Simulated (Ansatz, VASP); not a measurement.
# CaSe in VASP and in Ansatz

POSCAR

```
CaSe
1.0
    0.0000000000      3.2795613712      3.2795613712
    3.2795613712      0.0000000000      3.2795613712
    3.2795613712      3.2795613712      0.0000000000
Ca Se
1 1
Direct
    0.0000000000      0.0000000000      0.0000000000
    0.2500000000      0.2500000000      0.2500000000
```

File INCAR.step1:

```
SYSTEM = CaSe
PREC = Accurate
ENCUT = 520
EDIFF = 1E-5
ISMEAR = 0
SIGMA = 0.01
LREAL = .False.
LASPH = .True.
NELM = 60
ALGO = Normal
ISIF = 2
LWAVE = .True.
LCHARG = .False.
NBANDS = 15
GGA = PE
```

INCAR.step2

```
SYSTEM = CaSe
PREC = Accurate
ENCUT = 520
EDIFF = 1E-6
ISMEAR = 0
SIGMA = 0.01
LREAL = .False.
LASPH = .True.
NELM = 60
ALGO = Normal
ISIF = 2
LWAVE = .False.
LCHARG = .False.
GGA = PE
LHFCALC = .True.
AEXX = 0.3
HFSCREEN = 0.2078
PRECFOCK = Normal
NBANDS = 15
ISTART = 1
```

KPOINTS

```
regular mesh
0
Gamma
  4 4 4
  0 0 0
```

Input for Ansatz:

```yaml
crystal:
  lattice:
    - [0.0, 3.2795613712, 3.2795613712]
    - [3.2795613712, 0.0, 3.2795613712]
    - [3.2795613712, 3.2795613712, 0.0]
  atoms:
    - { symbol: Ca, position: [0.0, 0.0, 0.0] }
    - { symbol: Se, position: [0.25, 0.25, 0.25] }
kpoints:
  mp_grid: { grid: [4, 4, 4] }
hamiltonian:
  xc:
    exchange: pbe
    correlation: pbe
    exx: { coeff: 0.3, omega: 0.2078 }
scf:
  occupations: { method: fixed }
  n_extra_bands: 4
output:
  forces: true
  stress: true
  eigenvalues: true
```

Alike in both runs: task single point; functional PBE-based screened hybrid; k mesh 4 × 4 × 4; no spin polarisation.

```csv
,VASP,Ansatz
version,VASP 6.6.1,Ansatz 0.2.0
potentials or method,"VASP PAW PBE potentials, release 64 (Ca_sv, Se)",plane waves
plane-wave cutoff (eV),520,420
occupations,"gaussian, width 0.01 eV",fixed
valence electrons in the cell,16,26
```

|  | VASP | Ansatz | Ansatz less VASP |
| --- | --- | --- | --- |
| gap on the k mesh at the Fermi level (eV) | 4.28 | 4.28 | +0.001 |
| pressure (GPa) | 0.3 | 0.3 | -0.02 |

VASP's potentials were made for PBE, not for PBE-based screened hybrid. VASP's potentials hold 16 valence electrons a cell and Ansatz's 26, so a difference there can come from the potentials and not from the codes. Ansatz's warnings: stress exchange threshold loose, stress scf threshold loose.
